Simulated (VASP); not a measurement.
# WSe2 in VASP: single point with LDA

Aim: the single point of WSe2 with LDA.

Program: VASP 6.6.1. These are calculated values, not measurements. Logs are shortened: lines on timing, memory, paths and dates and some standing lists are left out, and cuts for length are marked.

**1. The cell of the first run**

The cell holds a sheet with vacuum, 3 atoms: a = 3.247 Å, b = 3.247 Å, c = 30.520 Å, α = 90.00°, β = 90.00°, γ = 120.00°.

**2. Single point, LDA**

INCAR

```
PREC = Accurate ; ENCUT = 400
EDIFF = 1E-6 ; ISMEAR = 0
SIGMA = 0.03 ; LREAL = False
LASPH = True ; NELM = 120
ALGO = Normal ; ISIF = 2
LWAVE = False ; LCHARG = True
LDIPOL = True ; IDIPOL = 3
DIPOL = 0.5 0.5 0.284 ; GGA = CA
LELF = True ; LVHAR = True
LVACPOTAV = True ; NBANDS = 20
GGA_COMPAT = False ; NELMDL = -8
```

KPOINTS

```
regular mesh
0
Gamma
  12 12 1
```

POSCAR

```
WSe2
1.0
    3.2472423374      0.0000000000      0.0000000000
   -1.6236211687      2.8121943565      0.0000000000
    0.0000000000      0.0000000000     30.5199999966
Se W
2 1
Direct
    0.6666666667      0.3333333333      0.2298528266
    0.6666666667      0.3333333333      0.3389545129
    0.3333333333      0.6666666667      0.2844036698
```

Potentials or basis: VASP PAW LDA potentials, release 64 (Se, W_sv).

On the command line:

```
cat potpaw_LDA.64/Se/POTCAR potpaw_LDA.64/W_sv/POTCAR > POTCAR
mpirun -np 1 vasp_std > vasp.out
```

OUTCAR:

```text
PREC = Accurate
   ENCUT = 400
   EDIFF = 1E-6
   ISMEAR = 0
   LREAL = False
   LASPH = True
   NELM = 120
   ISIF = 2
   GGA = CA
   NELMDL = -8

 ion  position               nearest neighbor table
   1  0.667  0.333  0.230-   3 2.51   3 2.51   3 2.51
   2  0.667  0.333  0.339-   3 2.51   3 2.51   3 2.51
   3  0.333  0.667  0.284-   2 2.51   2 2.51   2 2.51   1 2.51   1 2.51   1 2.51

  LATTYP: Found a hexagonal cell.
 ALAT       =     3.2472423374
 C/A-ratio  =     9.3987441729

  Lattice vectors:

 A1 = (   3.2472423374,   0.0000000000,   0.0000000000)
 A2 = (  -1.6236211687,   2.8121943565,   0.0000000000)
 A3 = (   0.0000000000,   0.0000000000,  30.5199999966)

Analysis of symmetry for initial positions (statically):
=====================================================================
 Subroutine PRICEL returns:
 Original cell was already a primitive cell.

 Routine SETGRP: Setting up the symmetry group for a
 hexagonal supercell.

 Subroutine GETGRP returns: Found 12 space group operations
 (whereof  6 operations were pure point group operations)
 out of a pool of 24 trial point group operations.

The static configuration has the point symmetry C_3v.
 The point group associated with its full space group is D_3h.

Analysis of symmetry for dynamics (positions and initial velocities):
=====================================================================
 Subroutine PRICEL returns:
 Original cell was already a primitive cell.

 Routine SETGRP: Setting up the symmetry group for a
 hexagonal supercell.

 Subroutine GETGRP returns: Found 12 space group operations
 (whereof  6 operations were pure point group operations)
 out of a pool of 24 trial point group operations.

The dynamic configuration has the point symmetry C_3v.
 The point group associated with its full space group is D_3h.

 Subroutine INISYM returns: Found 12 space group operations
 (whereof  6 operations are pure point group operations),
 and found     1 'primitive' translations

----------------------------------------------------------------------------------------

                                     Primitive cell

  volume of cell :     278.7049

  direct lattice vectors                    reciprocal lattice vectors
     3.247242337  0.000000000  0.000000000     0.307953610  0.177797100  0.000000000
    -1.623621169  2.812194357  0.000000000     0.000000000  0.355594199  0.000000000
     0.000000000  0.000000000 30.519999997     0.000000000  0.000000000  0.032765400

  length of vectors
     3.247242337  3.247242337 30.519999997     0.355594199  0.355594199  0.032765400

  position of ions in fractional coordinates (direct lattice)
     0.666666667  0.333333333  0.229852827
     0.666666667  0.333333333  0.338954513
     0.333333333  0.666666667  0.284403670

  ion indices of the primitive-cell ions
   primitive index   ion index
                 1           1
                 2           2
                 3           3

----------------------------------------------------------------------------------------

 KPOINTS: regular mesh

Automatic generation of k-mesh.
 Grid dimensions read from file:
 generate k-points for:   12   12    1

 Generating k-lattice:

  Cartesian coordinates                     Fractional coordinates (reciprocal lattice)
     0.025662801  0.014816425  0.000000000     0.083333333 -0.000000000  0.000000000
     0.000000000  0.029632850  0.000000000     0.000000000  0.083333333  0.000000000
     0.000000000  0.000000000  0.032765400     0.000000000  0.000000000  1.000000000

  Length of vectors
     0.029632850  0.029632850  0.032765400

  Shift w.r.t. Gamma in fractional coordinates (k-lattice)
     0.000000000  0.000000000  0.000000000

 Subroutine IBZKPT returns following result:
 ===========================================

 Found     19 irreducible k-points:

 Following reciprocal coordinates:
            Coordinates               Weight
  0.000000  0.000000  0.000000      1.000000
  0.083333 -0.000000  0.000000      6.000000
  0.166667 -0.000000  0.000000      6.000000
  0.250000 -0.000000  0.000000      6.000000
  0.333333 -0.000000  0.000000      6.000000
  0.416667 -0.000000  0.000000      6.000000
[... 11 lines left out ...]
  0.333333  0.250000  0.000000     12.000000
  0.333333  0.333333  0.000000      2.000000
   k-points           NKPTS =     19   k-points in BZ     NKDIM =     19   number of bands    NBANDS=     20
   number of dos      NEDOS =    301   number of ions     NIONS =      3
   total plane-waves  NPLWV = 115200
   dimension x,y,z NGX =    24 NGY =   24 NGZ =  200
   dimension x,y,z NGXF=    48 NGYF=   48 NGZF=  400
   ions per type =               2   1
   NGX,Y,Z   is equivalent  to a cutoff of  12.29, 12.29, 10.89 a.u.
   NGXF,Y,Z  is equivalent  to a cutoff of  24.57, 24.57, 21.79 a.u.
 SYSTEM =  unknown system
   PREC   = accura    normal or accurate (medium, high low for compatibility)
   ISTART =      0    job   : 0-new  1-cont  2-samecut
   ICHARG =      2    charge: 1-file 2-atom 10-const
   ISPIN  =      1    spin polarized calculation?
   LNONCOLLINEAR =      F non collinear calculations
   LSORBIT =      F    spin-orbit coupling
   LASPH  =      T    aspherical Exc in radial PAW
   ENCUT  =  400.0 eV  29.40 Ry    5.42 a.u.   5.30  5.30 49.77*2*pi/ulx,y,z
   NELM   =    120;   NELMIN=  2; NELMDL= -8     # of ELM steps
   EDIFF  = 0.1E-05   stopping-criterion for ELM
   LREAL  =      F    real-space projection
   EDIFFG = 0.1E-04   stopping-criterion for IOM
   NSW    =      0    number of steps for IOM
   IBRION =     -1    ionic relax: 0-MD 1-quasi-New 2-CG
   NFREE  =      0    steps in history (QN), initial steepest desc. (CG)
   ISIF   =      2    stress and relaxation
   ISYM   =      2    0-nonsym 1-usesym 2-fastsym
   POTIM  = 0.5000    time-step for ionic-motion
   TEBEG  =    0.0;   TEEND  =   0.0 temperature during run
   PSTRESS=    0.0 pullay stress
   NELECT =      26.0000    total number of electrons
   NUPDOWN=      -1.0000    fix difference up-down
   EMIN   =  10.00;   EMAX   =-10.00  energy-range for DOS
   EFERMI =   0.00;   METHOD = LEGACY
   ISMEAR =     0;   SIGMA  =   0.03  broadening in eV -4-tet -1-fermi 0-gaus
   EFERMI_NEDOS =   21; number of points for ismear=-14 and -15
   IALGO  =     38    algorithm
   IMIX   =      4    mixing-type and parameters
     AMIX     =   0.40;   BMIX     =  1.00
     AMIX_MAG =   1.60;   BMIX_MAG =  1.00
  volume/ion in A,a.u.               =      92.90       626.93
  Fermi-wavevector in a.u.,A,eV,Ry     =   0.742479  1.403083  7.500561  0.551276
  Thomas-Fermi vector in A             =   1.837368
   LORBIT       =      0    0 simple, 1 ext, 2 COOP (PROOUT), +10 PAW based schemes
   GGA     = CA    functional components
   LHFCALC =     F    Hartree Fock is set to
   AEXX    =    0.0000 exact exchange contribution
   IVDW    =     0    specifies the selected vdW correction
   LEPSILON=     F    determine dielectric tensor
   LRPA    =     F    only Hartree local field effects (RPA)
 non-spin polarized calculation
 Gauss-broadening in eV      SIGMA  =   0.03
  energy-cutoff  :      400.00
  volume of cell :      278.70
 maximum number of plane-waves:      5096
 NGX is ok and might be reduce to    24
   NGX = 11   NGY = 11   NGZ = 99

 dipolmoment           0.000000      0.000000     -0.000002 electrons x Angstroem

 number of electron      26.0000000 magnetization

 dipolmoment           0.000000      0.000000      0.000006 electrons x Angstroem

 Free energy of the ion-electron system (eV)
  ---------------------------------------------------
  ext. energy  EPLUGINS =         0.00000000
  ---------------------------------------------------
  free energy    TOTEN  =       -24.12361456 eV

  energy without entropy =      -24.12361456  energy(sigma->0) =      -24.12361456

 E-fermi :  -2.6936     XC(G=0):  -2.7301

 val. band max:       -2.9152274756   @ k =   0.3333   0.3333   0.0000
 cond. band min:      -1.2179649175   @ k =   0.1667   0.1667   0.0000
 fundamental gap:      1.6972625581
 Fermi energy:        -2.6936350481

 k-point     1 :       0.0000    0.0000    0.0000
  band No.  band energies     occupation
      1     -76.3926      2.00000
      2     -40.9432      2.00000
      3     -40.7645      2.00000
      4     -40.7645      2.00000
      5     -17.8888      2.00000
      6     -16.5537      2.00000
[... 12 lines left out ...]
     19       2.0582      0.00000
     20       2.4573      0.00000

 k-point     2 :       0.0833   -0.0000    0.0000
  band No.  band energies     occupation
      1     -76.3917      2.00000
      2     -40.9396      2.00000
      3     -40.7834      2.00000
      4     -40.7689      2.00000
      5     -17.7773      2.00000
      6     -16.4990      2.00000
[... 12 lines left out ...]
     19       2.2014      0.00000
     20       2.6217      0.00000

 k-point     3 :       0.1667   -0.0000    0.0000
  band No.  band energies     occupation
      1     -76.3893      2.00000
      2     -40.9296      2.00000
      3     -40.8347      2.00000
      4     -40.7809      2.00000
      5     -17.4574      2.00000
      6     -16.3424      2.00000
[... 12 lines left out ...]
     19       2.6028      0.00000
     20       3.0311      0.00000

 k-point     4 :       0.2500   -0.0000    0.0000
  band No.  band energies     occupation
      1     -76.3861      2.00000
      2     -40.9159      2.00000
      3     -40.9040      2.00000
      4     -40.7972      2.00000
      5     -16.9750      2.00000
      6     -16.1087      2.00000
[... 314 lines left out ...]
 k-point    18 :       0.3333    0.2500    0.0000
  band No.  band energies     occupation
      1     -76.3783      2.00000
      2     -40.9927      2.00000
      3     -40.9094      2.00000
      4     -40.8834      2.00000
      5     -15.5077      2.00000
      6     -15.4041      2.00000
[... 12 lines left out ...]
     19       4.3698      0.00000
     20       5.5573      0.00000

 k-point    19 :       0.3333    0.3333    0.0000
  band No.  band energies     occupation
      1     -76.3779      2.00000
      2     -40.9713      2.00000
      3     -40.9424      2.00000
      4     -40.8815      2.00000
      5     -15.4101      2.00000
      6     -15.3528      2.00000
[... 12 lines left out ...]
     19       3.7271      0.00000
     20       5.7766      0.00000

------------------------ aborting loop because EDIFF is reached ----------------------------------------

  FORCE on cell =-STRESS in cart. coord.  units (eV):
  Direction    XX          YY          ZZ          XY          YZ          ZX
  --------------------------------------------------------------------------------------
  -------------------------------------------------------------------------------------
  Total        0.2470048      0.2470048      0.3236488      0.0000000     -0.0000000      0.0000000
  in kB        1.4199444      1.4199444      1.8605441      0.0000000     -0.0000000      0.0000000
  external PRESSURE =       1.5668110 kB  Pullay stress =       0.0000000 kB

 VOLUME and BASIS-vectors are now :
 -----------------------------------------------------------------------------
  energy-cutoff  :      400.00
  volume of cell :      278.70
      direct lattice vectors                 reciprocal lattice vectors
     3.247242337  0.000000000  0.000000000     0.307953610  0.177797100  0.000000000
    -1.623621169  2.812194357  0.000000000     0.000000000  0.355594199  0.000000000
     0.000000000  0.000000000 30.519999997     0.000000000  0.000000000  0.032765400

 POSITION                                       TOTAL-FORCE (eV/Angst)
 -----------------------------------------------------------------------------------
      1.62362      0.93740      7.01511        -0.000000      0.000000     -0.104797
      1.62362      0.93740     10.34489        -0.000000      0.000000      0.104797
     -0.00000      1.87480      8.68000         0.000000     -0.000000      0.000000
 -----------------------------------------------------------------------------------
    total drift:                               -0.000000      0.000000      0.000252

  FREE ENERGIE OF THE ION-ELECTRON SYSTEM (eV)
  ---------------------------------------------------
  free  energy   TOTEN  =       -24.1236145646 eV

  energy  without entropy=      -24.1236145646  energy(sigma->0) =      -24.12361456

 vacuum level on the upper side and lower side of the slab         2.463         2.463
```

Run time: 78 s. Hardware: 1 thread of AMD EPYC 9R45 (Zen 5), shared host; peak memory 0.26 GiB.

What came out:

```
Free energy            : -24.1236 eV
Largest force          : 0.105 eV/Å
Band gap on the k mesh : 1.70 eV (least direct gap 1.75 eV)
```

Forces on the atoms (eV/Å):
```
Se   0.000  0.000 -0.105
Se   0.000  0.000  0.105
W    0.000  0.000  0.000
```

Levels at points of the mesh, in eV from the valence-band top:
| k point | band 10 | band 11 | band 12 | band 13 | band 14 | band 15 | band 16 | band 17 |
| --- | --- | --- | --- | --- | --- | --- | --- | --- |
| (0.00, 0.00, 0.00) | -2.26 | -1.16 | -1.16 | -0.44 | 3.15 | 3.15 | 3.36 | 3.36 |
| (0.50, 0.00, 0.00) | -3.02 | -2.17 | -0.99 | -0.78 | 2.59 | 2.91 | 3.81 | 4.56 |

Caveat: spin-orbit coupling is left out, which moves the levels of the heavy elements.
